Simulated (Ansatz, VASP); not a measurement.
# Two plane-wave programs on Cr

```
CELL_PARAMETERS angstrom
1.24744 0.72021 6.62346
-1.24744 0.72021 6.62346
0.00000 -1.44042 6.62346
ATOMIC_POSITIONS crystal
Cr 0.00000 0.00000 0.00000
Cr 0.22240 0.22240 0.22240
Cr 0.77760 0.77760 0.77760
```

Alike in both runs: functional PBE; k mesh 21 × 21 × 21; occupations gaussian, width 0.1 eV; no spin polarisation.

Ansatz relaxed the structure, and its values are those at the end. VASP's run is a single point on that final structure, the one shown.

|  | VASP | Ansatz |
| --- | --- | --- |
| version | VASP 6.6.1 | Ansatz 0.2.0 |
| potentials or method | VASP PAW PBE potentials, release 64 (Cr_pv), cutoff 520 eV | scalar-relativistic, plane waves, PAW |
| valence electrons in the cell | 36 | 42 |

```tsv
	VASP	Ansatz	Ansatz less VASP
gap on the k mesh at the Fermi level (eV)	none	none	-
pressure (GPa)	-0.4	0.0	+0.42
```

A gap of «none» marks a metal or a gap that the smearing closes. VASP's potentials hold 36 valence electrons a cell and Ansatz's 42, so a difference there can come from the potentials and not from the codes.
